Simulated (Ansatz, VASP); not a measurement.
## BaTiO3: VASP beside Ansatz

Contents of INCAR:

```
  ALGO = Normal
  EDIFF = 1E-6
  ENCUT = 520
  GGA = PS
  ISIF = 2
  ISMEAR = -1
  LASPH = True
  LCHARG = True
  LELF = True
  LREAL = False
  LVHAR = True
  LWAVE = False
  NBANDS = 28
  NELM = 60
  PREC = Accurate
  SIGMA = 0.03
```

Contents of KPOINTS:

```
k-points
0
Gamma
  7 7 7
```

Contents of POSCAR:

```
BaTiO3
1.0
    3.9998000000      0.0000000000      0.0000000000
    0.0000000000      3.9998000000      0.0000000000
    0.0000000000      0.0000000000      3.9376400000
Ba Ti O
1 1 3
Direct
    0.0000000000      0.0000000000      0.0000000000
    0.5000000000      0.5000000000      0.5000000000
    0.5000000000      0.5000000000      0.0000000000
    0.5000000000      0.0000000000      0.5000000000
    0.0000000000      0.5000000000      0.5000000000
```

Input for Ansatz:

```yaml
crystal:
  lattice:
    - [3.9998, 0.0, 0.0]
    - [0.0, 3.9998, 0.0]
    - [0.0, 0.0, 3.93764]
  atoms:
    - { symbol: Ba, position: [0.0, 0.0, 0.0] }
    - { symbol: Ti, position: [0.5, 0.5, 0.5] }
    - { symbol: O, position: [0.5, 0.5, 0.0] }
    - { symbol: O, position: [0.5, 0.0, 0.5] }
    - { symbol: O, position: [0.0, 0.5, 0.5] }
kpoints:
  mp_grid: { grid: [7, 7, 7] }
  band_path:
    path:
      - [0.0, 0.0, 0.0]
      - [0.0, 0.5, 0.0]
      - [0.5, 0.5, 0.0]
      - [0.0, 0.0, 0.0]
      - [0.0, 0.0, 0.5]
      - [0.0, 0.5, 0.5]
      - [0.5, 0.5, 0.5]
      - [0.0, 0.0, 0.5]
      - [0.0, 0.5, 0.0]
    npoints: 5
scf:
  occupations: { method: fermi_dirac, width: 0.03 }
hamiltonian:
  xc: pbesol
  pseudopotentials: { kind: all_electron, lapw: { basis_error: 0.001 } }
output:
  forces: true
  stress: true
  eigenvalues: true
```

Change from the starting cell: zz strain of -2 %.

Alike in both runs: task single point; functional PBEsol; k mesh 7 × 7 × 7; occupations fermi-dirac, width 0.03 eV; no spin polarisation.

|  | VASP | Ansatz |
| --- | --- | --- |
| version | VASP 6.6.1 | Ansatz 0.2.0 |
| potentials or method | VASP PAW PBE potentials, release 64 (Ba_sv, Ti_sv, O), cutoff 520 eV | all-electron LAPW, scalar-relativistic |

```tsv
	VASP	Ansatz	Ansatz less VASP
gap on the k mesh at the Fermi level (eV)	1.77	1.84	+0.066
pressure (GPa)	0.8	-1.2	-1.96
traceless stress, the component that is largest in VASP (GPa)	2.21	2.14	-0.070
```

VASP's potentials were made for PBE, not for PBEsol. Ansatz ran all-electron here, and VASP with PAW potentials.

Spin-orbit coupling is off throughout.
